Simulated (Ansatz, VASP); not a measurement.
Hg: VASP beside Ansatz

The input INCAR:

```
PREC = Accurate
ENCUT = 520
EDIFF = 1E-7
ISMEAR = -1
SIGMA = 0.1
LREAL = False
LASPH = True
NELM = 80
ALGO = Normal
ISIF = 2
LWAVE = False
LCHARG = False
GGA = RP
NBANDS = 12
```

The input KPOINTS:

```
Automatic mesh
0
Gamma
  9 9 9
```

POSCAR

```
Hg
1.0
    0.0000000000      3.6507297173      3.6507297173
    3.6507297173      0.0000000000      3.6507297173
    3.6507297173      3.6507297173      0.0000000000
Hg
1
Direct
    0.0000000000      0.0000000000      0.0000000000
```

Input for Ansatz:

```yaml
crystal:
  lattice:
    - [0.0, 3.6507297173, 3.6507297173]
    - [3.6507297173, 0.0, 3.6507297173]
    - [3.6507297173, 3.6507297173, 0.0]
  atoms:
    - { symbol: Hg, position: [0.0, 0.0, 0.0] }
hamiltonian:
  xc: rpbe
  pseudopotentials:
    kind: paw
    azcp:
      Hg: "pseudopotentials/Hg.paw.azcp"
basis:
  ecutwfc: 420
  fft_grid_basis: typed
kpoints:
  mp_grid: { grid: [9, 9, 9], shift: [0, 0, 0] }
magnetization:
  spin_polarized: false
scf:
  occupations: { method: fermi_dirac, width: 0.1 }
  lower_state_search: "off"
output:
  stress: true
  write_density: true
  write_potential: true
  elf: true
  volumetric_format: npy
```

Alike in both runs: task single point; functional RPBE; k mesh 9 × 9 × 9; occupations fermi-dirac, width 0.1 eV; no spin polarisation.

```csv
,VASP,Ansatz
version,VASP 6.6.1,Ansatz 0.2.0
potentials or method,"VASP PAW PBE potentials, release 64 (Hg), cutoff 520 eV","plane waves (420 eV) with PAW, scalar-relativistic"
valence electrons in the cell,12,20
```

```csv
,VASP,Ansatz,Ansatz less VASP
gap on the k mesh at the Fermi level (eV),4.22,4.21,-0.008
pressure (GPa),0.0,0.0,+0.02
```

VASP's potentials were made for PBE, not for RPBE. The functional is the same, so the differences come from potentials, cutoffs and numerics. VASP's potentials hold 12 valence electrons a cell and Ansatz's 20, so a difference there can come from the potentials and not from the codes. Ansatz's warnings: xc potential rough in thin density.

Neither program's run includes spin-orbit coupling.
